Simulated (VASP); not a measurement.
Write the native input for VASP 6.6.1 that does the following.

- Task: single point
- Functional: PBE
- Potentials or basis: VASP PAW PBE potentials, release 64 (Yb, Bi_d)
- Cutoff: 520 eV
- k mesh: 8 × 8 × 8
- Occupations: tetrahedron
- Spin: collinear spin, ferromagnetic start
- Starting moments: [1.0, 0.0] μB
- Hubbard terms: Yb f U = 6.0 eV
- Dipole correction: no
- Further INCAR settings: ALGO = Normal; EDIFF = 1e-07; NBANDS = 30

The structure of YbBi lies in POSCAR:

```
YbBi
1.0
    3.9782629517      0.0000000000      0.0000000000
    0.0000000000      3.9782629517      0.0000000000
    0.0000000000      0.0000000000      3.9782629517
Yb Bi
1 1
Direct
    0.0000000000      0.0000000000      0.0000000000
    0.5000000000      0.5000000000      0.5000000000
```

The input as run:

INCAR

```
SYSTEM = YbBi
ALGO = Normal
EDIFF = 1E-7
ENCUT = 520
GGA = PE
ISIF = 2
ISMEAR = -5
ISPIN = 2
LASPH = .TRUE.
LCHARG = .TRUE.
LDAU = .TRUE.
LDAUJ = 0 0
LDAUL = 3 -1
LDAUPRINT = 1
LDAUTYPE = 2
LDAUU = 6 0
LELF = .TRUE.
LMAXMIX = 6
LORBIT = 11
LREAL = .FALSE.
LVHAR = .TRUE.
LWAVE = .FALSE.
MAGMOM = 1 0
NBANDS = 30
NELM = 150
PREC = Accurate
SIGMA = 0.1
```

KPOINTS

```
k-points
0
G
  8 8 8
  0 0 0
```

Potentials or basis: VASP PAW PBE potentials, release 64 (Yb, Bi_d).

Command:

```console
$ cat potpaw_PBE.64/Yb/POTCAR potpaw_PBE.64/Bi_d/POTCAR > POTCAR
$ mpirun -np 1 vasp_std > vasp.out
```

Results of the run:

The pressure is 0.2 GPa and the net moment is 0.00 μB per cell. The valence electrons inside the program's atomic spheres are Yb 22.22; Bi 12.90.

Caveat: tetrahedron occupations give inexact forces and stress in metals.

It took 18 min on 1 thread of Intel Xeon 8259CL (shared host), peak memory 0.26 GiB.
